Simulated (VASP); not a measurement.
# Ir3O (P-6m2) in VASP: notebook

Runs on Ir3O. Level: PBE. Tasks: single point, relaxation of cell and atoms.

Program: VASP 6.6.1. These are calculated values, not measurements. Logs are shortened: lines on timing, memory, paths and dates and some standing lists are left out, and cuts for length are marked.

**1. The cell of the first run**

Symmetry: P-6m2, No. 187, hexagonal system. Conventional cell: a = 2.678 Å, b = 2.678 Å, c = 6.739 Å, α = 90.00°, β = 90.00°, γ = 120.00°. Ir (site symmetry -6m2) has 12 Ir at 2.56 to 2.68 Å and 2 O at 3.37 Å within 3.4 Å. Within 2.7 Å of Ir (site symmetry 3m) lie 3 O at 2.04 Å and 10 Ir at 2.56 to 2.68 Å. O (site symmetry -6m2) has 6 Ir at 2.04 Å and 6 O at 2.68 Å within 2.7 Å.

The cell was built from a structure type or drawn by symmetry, and may not be a known phase.

**2. Single point, PBE, collinear spin**

The input, INCAR:

```
  PREC = Accurate
  ENCUT = 520
  EDIFF = 1E-7
  ISMEAR = 0
  SIGMA = 0.1
  LREAL = False
  LASPH = True
  NELM = 150
  ALGO = Normal
  ISIF = 2
  LWAVE = False
  LCHARG = False
  ISPIN = 2
  MAGMOM = 1 1 1 0
  LORBIT = 11
  LMAXMIX = 4
  GGA = PE
  NBANDS = 28
```

The input, KPOINTS:

```
regular mesh
0
Gamma
  6 6 4
```

The input, POSCAR:

```
Ir3O
1.0
    2.6782734400      0.0000000000      0.0000000000
   -1.3391367200      2.3194528400      0.0000000000
    0.0000000000      0.0000000000      6.7386237700
Ir O
3 1
Direct
    0.3333333300      0.6666666700      0.5000000000
    0.0000000000      0.0000000000      0.8033263700
    0.0000000000      0.0000000000      0.1966736300
    0.3333333300      0.6666666700      0.0000000000
```

Potentials or basis: VASP PAW PBE potentials, release 64 (Ir, O).

Run with:

```sh
cat potpaw_PBE.64/Ir/POTCAR potpaw_PBE.64/O/POTCAR > POTCAR
mpirun -np 1 vasp_std > vasp.out
```

OUTCAR:

```text
PREC = Accurate
   ENCUT = 520
   EDIFF = 1E-7
   ISMEAR = 0
   LREAL = False
   LASPH = True
   NELM = 150
   ISIF = 2
   ISPIN = 2
   LORBIT = 11
   GGA = PE

 ion  position               nearest neighbor table
   1  0.333  0.667  0.500-   2 2.56   3 2.56   2 2.56   3 2.56   2 2.56   3 2.56
   2  0.000  0.000  0.803-   4 2.04   4 2.04   4 2.04   1 2.56   1 2.56   1 2.56   3 2.65
   3  0.000  0.000  0.197-   4 2.04   4 2.04   4 2.04   1 2.56   1 2.56   1 2.56   2 2.65
   4  0.333  0.667  0.000-   2 2.04   3 2.04   2 2.04   3 2.04   2 2.04   3 2.04

  LATTYP: Found a hexagonal cell.
 ALAT       =     2.6782734400
 C/A-ratio  =     2.5160327804

  Lattice vectors:

 A1 = (   2.6782734400,   0.0000000000,   0.0000000000)
 A2 = (  -1.3391367200,   2.3194528400,   0.0000000000)
 A3 = (   0.0000000000,   0.0000000000,   6.7386237700)

Analysis of symmetry for initial positions (statically):
=====================================================================
 Subroutine PRICEL returns:
 Original cell was already a primitive cell.

 Routine SETGRP: Setting up the symmetry group for a
 hexagonal supercell.

 Subroutine GETGRP returns: Found 12 space group operations
 (whereof 12 operations were pure point group operations)
 out of a pool of 24 trial point group operations.

The static configuration has the point symmetry D_3h.

Analysis of symmetry for dynamics (positions and initial velocities):
=====================================================================
 Subroutine PRICEL returns:
 Original cell was already a primitive cell.

 Routine SETGRP: Setting up the symmetry group for a
 hexagonal supercell.

 Subroutine GETGRP returns: Found 12 space group operations
 (whereof 12 operations were pure point group operations)
 out of a pool of 24 trial point group operations.

The dynamic configuration has the point symmetry D_3h.

Analysis of structural, dynamic, and magnetic symmetry:
=====================================================================
 Subroutine PRICEL returns:
 Original cell was already a primitive cell.

 Routine SETGRP: Setting up the symmetry group for a
 hexagonal supercell.

 Subroutine GETGRP returns: Found 12 space group operations
 (whereof 12 operations were pure point group operations)
 out of a pool of 24 trial point group operations.

The overall configuration has the point symmetry D_3h.

 Subroutine INISYM returns: Found 12 space group operations
[... 122 lines left out ...]
   GGA     = PE    functional components
   LHFCALC =     F    Hartree Fock is set to
   AEXX    =    0.0000 exact exchange contribution
   IVDW    =     0    specifies the selected vdW correction
   LEPSILON=     F    determine dielectric tensor
   LRPA    =     F    only Hartree local field effects (RPA)
 spin polarized calculation
 Gauss-broadening in eV      SIGMA  =   0.10
  energy-cutoff  :      520.00
  volume of cell :       41.86
 maximum number of plane-waves:      1155
 NGX is ok and might be reduce to    20
   NGX =  9   NGY =  9   NGZ = 25

 number of electron      32.9999997 magnetization       0.0016359

 Free energy of the ion-electron system (eV)
  ---------------------------------------------------
  ext. energy  EPLUGINS =         0.00000000
  ---------------------------------------------------
  free energy    TOTEN  =       -25.73078774 eV

  energy without entropy =      -25.70042309  energy(sigma->0) =      -25.71560542

 E-fermi :  13.1985     XC(G=0): -14.7484

 val. band max:       13.1919286141   @ k =   0.1667   0.0000   0.5000
 cond. band min:      13.2208621185   @ k =   0.3333   0.1667   0.2500
 fundamental gap:      0.0289335044
 Fermi energy:        13.1984789786

 spin component 1

 k-point     1 :       0.0000    0.0000    0.0000
  band No.  band energies     occupation
      1     -11.1526      1.00000
      2       0.5689      1.00000
      3       2.3400      1.00000
      4       4.1269      1.00000
      5       4.4654      1.00000
      6       4.4654      1.00000
[... 640 lines left out ...]
     27      25.8497      0.00000
     28      27.2193      0.00000
 Fermi energy:        13.1984789786

 spin component 2

 k-point     1 :       0.0000    0.0000    0.0000
  band No.  band energies     occupation
      1     -11.1524      1.00000
      2       0.5691      1.00000
      3       2.3402      1.00000
      4       4.1271      1.00000
      5       4.4657      1.00000
      6       4.4657      1.00000
[... 640 lines left out ...]
     27      25.8499      0.00000
     28      27.2196      0.00000

------------------------ aborting loop because EDIFF is reached ----------------------------------------

  FORCE on cell =-STRESS in cart. coord.  units (eV):
  Direction    XX          YY          ZZ          XY          YZ          ZX
  --------------------------------------------------------------------------------------
  -------------------------------------------------------------------------------------
  Total       26.6561363     26.6561364     40.1620539     -0.0000000      0.0000000     -0.0000000
  in kB     1020.2253545   1020.2253568   1537.1449634     -0.0000000      0.0000000     -0.0000000
  external PRESSURE =    1192.5318916 kB  Pullay stress =       0.0000000 kB

 VOLUME and BASIS-vectors are now :
 -----------------------------------------------------------------------------
  energy-cutoff  :      520.00
  volume of cell :       41.86
      direct lattice vectors                 reciprocal lattice vectors
     2.678273440  0.000000000  0.000000000     0.373374871  0.215568082  0.000000000
    -1.339136720  2.319452840  0.000000000     0.000000000  0.431136164  0.000000000
     0.000000000  0.000000000  6.738623770     0.000000000  0.000000000  0.148398254

 POSITION                                       TOTAL-FORCE (eV/Angst)
 -----------------------------------------------------------------------------------
     -0.00000      1.54630      3.36931         0.000000      0.000000      0.000000
      0.00000      0.00000      5.41331        -0.000000      0.000000     -5.991710
      0.00000      0.00000      1.32531        -0.000000     -0.000000      5.991710
     -0.00000      1.54630      0.00000         0.000000      0.000000      0.000000
 -----------------------------------------------------------------------------------
    total drift:                                0.000015     -0.000009     -0.000000

  FREE ENERGIE OF THE ION-ELECTRON SYSTEM (eV)
  ---------------------------------------------------
  free  energy   TOTEN  =       -25.7307877427 eV

  energy  without entropy=      -25.7004230945  energy(sigma->0) =      -25.71560542

 total charge

# of ion       s       p       d       tot
------------------------------------------
    1        0.729   0.892   7.205   8.826
    2        0.688   0.870   7.375   8.933
    3        0.688   0.870   7.375   8.933
    4        1.636   3.495   0.000   5.131
--------------------------------------------------
tot          3.741   6.127  21.955  31.823

 magnetization (x)

# of ion       s       p       d       tot
------------------------------------------
    1        0.000  -0.000   0.000   0.000
    2        0.000   0.000   0.000   0.000
    3        0.000   0.000   0.000   0.000
    4        0.000   0.000   0.000   0.000
--------------------------------------------------
tot          0.000   0.000   0.001   0.001
```

OSZICAR:

```text
N       E                     dE             d eps       ncg     rms          rms(c)
DAV:   1     0.362220986777E+03    0.36222E+03   -0.15265E+04  2352   0.122E+03
DAV:   2    -0.892867057751E+01   -0.37115E+03   -0.33878E+03  2364   0.382E+02
DAV:   3    -0.274514589726E+02   -0.18523E+02   -0.17732E+02  2880   0.985E+01
DAV:   4    -0.277639045937E+02   -0.31245E+00   -0.31151E+00  2780   0.118E+01
DAV:   5    -0.277705097781E+02   -0.66052E-02   -0.66046E-02  2700   0.167E+00    0.507E+01
DAV:   6    -0.260546447534E+02    0.17159E+01   -0.42955E+00  3600   0.227E+01    0.281E+01
DAV:   7    -0.265689861827E+02   -0.51434E+00   -0.38799E+00  3420   0.173E+01    0.137E+01
DAV:   8    -0.265551651042E+02    0.13821E-01   -0.77244E+00  3436   0.250E+01    0.938E+00
DAV:   9    -0.257341005955E+02    0.82106E+00   -0.14341E+00  3296   0.153E+01    0.178E+00
DAV:  10    -0.257356394473E+02   -0.15389E-02   -0.11010E-01  3212   0.283E+00    0.163E+00
DAV:  11    -0.257310184219E+02    0.46210E-02   -0.15239E-02  3296   0.141E+00    0.640E-01
DAV:  12    -0.257310949892E+02   -0.76567E-04   -0.11270E-03  3504   0.306E-01    0.401E-01
DAV:  13    -0.257309148601E+02    0.18013E-03   -0.14968E-04  2908   0.160E-01    0.275E-01
DAV:  14    -0.257307920270E+02    0.12283E-03   -0.14984E-04  3644   0.133E-01    0.705E-02
DAV:  15    -0.257307881114E+02    0.39155E-05   -0.16977E-05  3192   0.353E-02    0.251E-02
DAV:  16    -0.257307878393E+02    0.27216E-06   -0.90722E-07  2796   0.756E-03    0.135E-02
DAV:  17    -0.257307877427E+02    0.96552E-07   -0.44321E-07  2464   0.583E-03
   1 F= -.25730788E+02 E0= -.25715605E+02  d E =-.303646E-01  mag=     0.0011
```

stdout:

```text
POSCAR found type information on POSCAR IrO
 POSCAR found :  2 types and       4 ions
 scaLAPACK will be used
 LDA part: xc-table for (Slater+PW92), standard interpolation
 POSCAR, INCAR and KPOINTS ok, starting setup
 FFT: planning ... GRIDC
 FFT: planning ... GRID_SOFT
 FFT: planning ... GRID
 WAVECAR not read
 entering main loop
```

Run time: 55 s. Hardware: 1 thread of Intel Xeon Platinum 8259CL at 2.50GHz (Skylake/Cascade Lake), shared host; peak memory 0.18 GiB.

What came out:

* Free energy: -25.7308 eV
* Pressure: 119.3 GPa
* Largest force: 5.992 eV/Å
* Net moment: 0.00 μB per cell
* Valence electrons inside the program's atomic spheres: Ir 8.83, 8.93 (each value once); O 5.13

Forces on the atoms (eV/Å):
```
Ir   0.000  0.000  0.000
Ir   0.000  0.000 -5.992
Ir   0.000  0.000  5.992
O    0.000  0.000  0.000
```

Stress tensor (GPa, compression positive):
```
102.02   0.00   0.00
  0.00 102.02   0.00
  0.00   0.00 153.71
```

Levels at points of the mesh, in eV from the Fermi level:
Spin up:
| k point | band 15 | band 16 | band 17 | band 18 | band 19 | band 20 |
| --- | --- | --- | --- | --- | --- | --- |
| (0.00, 0.00, 0.00) | -3.40 | -2.56 | -2.56 | 0.18 | 0.18 | 0.26 |
| (0.50, 0.00, 0.00) | 0.73 | 0.88 | 0.90 | 1.01 | 1.21 | 2.40 |
| (0.00, 0.00, 0.50) | -3.23 | -0.81 | -0.81 | -0.58 | -0.58 | -0.16 |
| (0.50, 0.00, 0.50) | 0.32 | 0.43 | 0.88 | 1.04 | 2.00 | 3.44 |
Spin down:
```
           k point  band 13  band 14  band 15  band 16  band 17  band 18  band 19  band 20  band 21  band 22
(0.00, 0.00, 0.00)    -3.51    -3.51    -3.40    -2.56    -2.56     0.18     0.18     0.26     0.26     1.81
(0.50, 0.00, 0.00)    -0.69    -0.02     0.73     0.89     0.90     1.01     1.21     2.40     4.55     5.44
(0.00, 0.00, 0.50)    -4.20    -4.20    -3.23    -0.81    -0.81    -0.58    -0.58    -0.16    -0.16     3.81
(0.50, 0.00, 0.50)    -2.55    -0.34     0.32     0.43     0.88     1.04     2.00     3.44     3.52     5.84
```

Caveat: the k points lie up to 0.45 Å⁻¹ apart; spin-orbit coupling is left out, which moves the levels of the heavy elements; forces of over 1 eV/Å act on the atoms, so gaps and moduli don't describe the material at rest.

**3. Single point, PBE, collinear spin**

This run uses another cell than the first one, of 12.91 Å³/atom.

The input, INCAR:

```
PREC     = Accurate       # precision mode
ENCUT    = 520            # plane-wave cutoff, eV
EDIFF    = 1E-6           # SCF threshold, eV
ISMEAR   = 0              # smearing method
SIGMA    = 0.1            # smearing width, eV
LREAL    = F              # projectors in reciprocal space
LASPH    = T              # aspherical terms in the spheres
NELM     = 150            # most SCF steps
ALGO     = Normal         # electronic algorithm
ISIF     = 2              # what is computed and relaxed
LWAVE    = F              # write WAVECAR
LCHARG   = F              # write CHGCAR
ISPIN    = 2              # spin polarisation
MAGMOM   = 1 1 1 0        # initial moments
LORBIT   = 11             # projections on sites
LMAXMIX  = 4              # l up to which the mixer works
GGA      = PE             # functional
NBANDS   = 28             # bands
```

The input, KPOINTS:

```
Automatic mesh
0
Gamma
  6 6 4
```

The input, POSCAR:

```
Ir3O
1.0
    2.7646288557      0.0000000000      0.0000000000
   -1.3823144278      2.3942388211      0.0000000000
    0.0000000000      0.0000000000      7.7995445683
Ir O
3 1
Direct
    0.3333333333      0.6666666667      0.5000000000
    0.0000000000      0.0000000000      0.7767215864
    0.0000000000      0.0000000000      0.2232784136
    0.3333333333      0.6666666667      0.0000000000
```

Potentials or basis: VASP PAW PBE potentials, release 64 (Ir, O).

Run with:

```sh
cat potpaw_PBE.64/Ir/POTCAR potpaw_PBE.64/O/POTCAR > POTCAR
mpirun -np 1 vasp_std > vasp.out
```

Run time: 58 s. Hardware: 1 thread of Intel Xeon Platinum 8259CL at 2.50GHz (Skylake/Cascade Lake), shared host; peak memory 0.23 GiB.

The run converged. Its results:

```
Free energy                                           : -30.2395 eV
Pressure                                              : 0.7 GPa
Largest force                                         : 0.055 eV/Å
Net moment                                            : 0.00 μB per cell
Valence electrons inside the program's atomic spheres : Ir 8.33, 8.13 (each value once); O 4.83
```

Forces in eV/Å, atoms in the order of the input:
```
Ir   0.000  0.000  0.000
Ir   0.000  0.000  0.055
Ir   0.000  0.000 -0.055
O    0.000  0.000  0.000
```

Stress tensor (GPa, compression positive):
```
0.72 0.00 0.00
0.00 0.72 0.00
0.00 0.00 0.63
```

Levels at points of the mesh, in eV from the Fermi level:
Spin up:
```csv
k point,band 15,band 16,band 17,band 18,band 19,band 20
"(0.00, 0.00, 0.00)",-2.07,-1.76,-1.76,0.19,0.19,0.21
"(0.50, 0.00, 0.00)",0.42,0.76,0.82,0.99,1.06,2.37
"(0.00, 0.00, 0.50)",-2.86,-0.70,-0.70,-0.44,-0.44,0.30
"(0.50, 0.00, 0.50)",0.32,0.67,0.97,1.05,1.19,2.87
```
Spin down:
```
           k point  band 15  band 16  band 17  band 18  band 19  band 20
(0.00, 0.00, 0.00)    -2.07    -1.76    -1.76     0.19     0.19     0.21
(0.50, 0.00, 0.00)     0.42     0.76     0.83     0.99     1.06     2.37
(0.00, 0.00, 0.50)    -2.86    -0.70    -0.70    -0.44    -0.44     0.30
(0.50, 0.00, 0.50)     0.32     0.67     0.97     1.05     1.19     2.87
```

Caveat: the k points lie up to 0.44 Å⁻¹ apart; spin-orbit coupling is left out, which moves the levels of the heavy elements.

**4. Single point, PBE**

This run uses another cell than the first one, of 12.90 Å³/atom.

The input, INCAR:

```
SYSTEM = Ir3O
  PREC = Accurate
  ENCUT = 520
  EDIFF = 1E-7
  ISMEAR = 0
  SIGMA = 0.1
  LREAL = .False.
  LASPH = .True.
  NELM = 80
  ALGO = Normal
  ISIF = 2
  LWAVE = .False.
  LCHARG = .True.
  GGA = PE
  LELF = .True.
  LVHAR = .True.
  NBANDS = 24
```

The input, KPOINTS:

```
Automatic mesh
0
Gamma
  18 18 6
  0 0 0
```

The input, POSCAR:

```
Ir3O
1.0
    2.7520594116      0.0000000000      0.0000000000
   -1.3760297058      2.3833533632      0.0000000000
    0.0000000000      0.0000000000      7.8689426700
Ir O
3 1
Direct
    0.3333333333      0.6666666667      0.5000000000
    0.0000000000      0.0000000000      0.7774548801
    0.0000000000      0.0000000000      0.2225451199
    0.3333333333      0.6666666667      0.0000000000
```

Potentials or basis: VASP PAW PBE potentials, release 64 (Ir, O).

Run with:

```sh
cat potpaw_PBE.64/Ir/POTCAR potpaw_PBE.64/O/POTCAR > POTCAR
mpirun -np 1 vasp_std > vasp.out
```

OUTCAR:

```text
SYSTEM = Ir3O
   PREC = Accurate
   ENCUT = 520
   EDIFF = 1E-7
   ISMEAR = 0
   LREAL = .False.
   LASPH = .True.
   NELM = 80
   ISIF = 2
   GGA = PE

 ion  position               nearest neighbor table
   1  0.333  0.667  0.500-   2 2.70   3 2.70   2 2.70   3 2.70   2 2.70   3 2.70
   2  0.000  0.000  0.777-   4 2.36   4 2.36   4 2.36   1 2.70   1 2.70   1 2.70
   3  0.000  0.000  0.223-   4 2.36   4 2.36   4 2.36   1 2.70   1 2.70   1 2.70
   4  0.333  0.667  0.000-   2 2.36   3 2.36   2 2.36   3 2.36   2 2.36   3 2.36

  LATTYP: Found a hexagonal cell.
[... 848 lines left out ...]
  --------------------------------------------------------------------------------------
  -------------------------------------------------------------------------------------
  Total        0.1853096      0.1853096      0.1055512      0.0000000     -0.0000000     -0.0000000
  in kB        5.7523570      5.7523570      3.2765063      0.0000000     -0.0000000     -0.0000000
  external PRESSURE =       4.9270734 kB  Pullay stress =       0.0000000 kB

 VOLUME and BASIS-vectors are now :
 -----------------------------------------------------------------------------
  energy-cutoff  :      520.00
  volume of cell :       51.61
      direct lattice vectors                 reciprocal lattice vectors
     2.752059412  0.000000000  0.000000000     0.363364249  0.209788447  0.000000000
    -1.376029706  2.383353363  0.000000000     0.000000000  0.419576893  0.000000000
     0.000000000  0.000000000  7.868942670     0.000000000  0.000000000  0.127081876

 POSITION                                       TOTAL-FORCE (eV/Angst)
 -----------------------------------------------------------------------------------
     -0.00000      1.58890      3.93447         0.000000     -0.000000      0.000000
      0.00000      0.00000      6.11775         0.000000      0.000000      0.043934
      0.00000      0.00000      1.75119         0.000000      0.000000     -0.043934
     -0.00000      1.58890      0.00000        -0.000000     -0.000000      0.000000
 -----------------------------------------------------------------------------------
    total drift:                                0.000001     -0.000001     -0.000000

  FREE ENERGIE OF THE ION-ELECTRON SYSTEM (eV)
  ---------------------------------------------------
  free  energy   TOTEN  =       -30.1959914434 eV

  energy  without entropy=      -30.1732235071  energy(sigma->0) =      -30.18460748
```

It took 2.6 min on 1 thread of Intel Xeon Platinum 8259CL at 2.50GHz (Skylake/Cascade Lake), shared host; peak memory 0.28 GiB.

Results:

```
Free energy            : -30.1960 eV
Pressure               : 0.5 GPa
Largest force          : 0.044 eV/Å
Band gap on the k mesh : zero (an odd number of electrons rules out a gap without spin polarisation)
```

Forces in eV/Å, atoms in the order of the input:
```
Ir   0.000  0.000  0.000
Ir   0.000  0.000  0.044
Ir   0.000  0.000 -0.044
O    0.000  0.000  0.000
```

Stress tensor (GPa, compression positive):
```
0.58 0.00 0.00
0.00 0.58 0.00
0.00 0.00 0.33
```

Caveat: spin-orbit coupling is left out, which moves the levels of the heavy elements; an odd number of electrons without spin polarisation forces a metal; a magnetic or distorted state may lie lower.

[end of part 1 of 2]
